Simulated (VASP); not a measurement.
Ag2As: single point with PBE

Crystal: Ag2As.

```
Ag As
1.0
     4.83794    0.00000    0.00000
    -2.41897    4.18978    0.00000
     0.00000    0.00000    2.79673
Ag As
2 1
Direct
  0.33333 0.66667 0.50000
  0.66667 0.33333 0.50000
  0.00000 0.00000 0.00000
```

The cell was generated, and may not be a known phase.

```yaml
Program: VASP 6.6.1
Task: single point
Functional: PBE
Potentials_or_basis: VASP PAW PBE potentials, release 64 (Ag, As)
Cutoff: 520 eV
k_mesh: 6 × 6 × 6
Occupations: gaussian, width 0.1 eV
Spin: no spin polarisation
```

| Quantity | Value |
| --- | --- |
| Pressure | -0.1 GPa |
| Band gap on the k mesh | zero (an odd number of electrons rules out a gap without spin polarisation) |

Stress tensor (GPa, compression positive):
```
-0.03  0.00  0.00
 0.00 -0.03  0.00
 0.00  0.00 -0.20
```

Levels at points of the mesh, in eV from the Fermi level:
| k point | band 10 | band 11 | band 12 | band 13 | band 14 | band 15 | band 16 | band 17 |
| --- | --- | --- | --- | --- | --- | --- | --- | --- |
| (0.00, 0.00, 0.00) | -3.16 | -3.16 | -2.85 | -0.41 | -0.41 | 2.21 | 2.21 | 4.37 |
| (0.50, 0.00, 0.00) | -3.28 | -3.21 | -3.16 | -3.09 | -0.40 | 4.24 | 5.55 | 7.09 |
| (0.00, 0.00, 0.50) | -4.11 | -2.56 | -2.41 | 1.05 | 1.05 | 1.91 | 3.59 | 6.56 |
| (0.50, 0.00, 0.50) | -3.27 | -2.86 | -2.26 | -1.23 | 1.26 | 1.80 | 3.46 | 3.56 |

It took 22 s on 1 thread of Intel(R) Xeon(R) Platinum 8488C (Sapphire Rapids), with other jobs on the host, peak memory 0.19 GiB.

Caveat: the k points lie up to 0.37 Å⁻¹ apart, too coarse for converged energies and pressures of a metal.
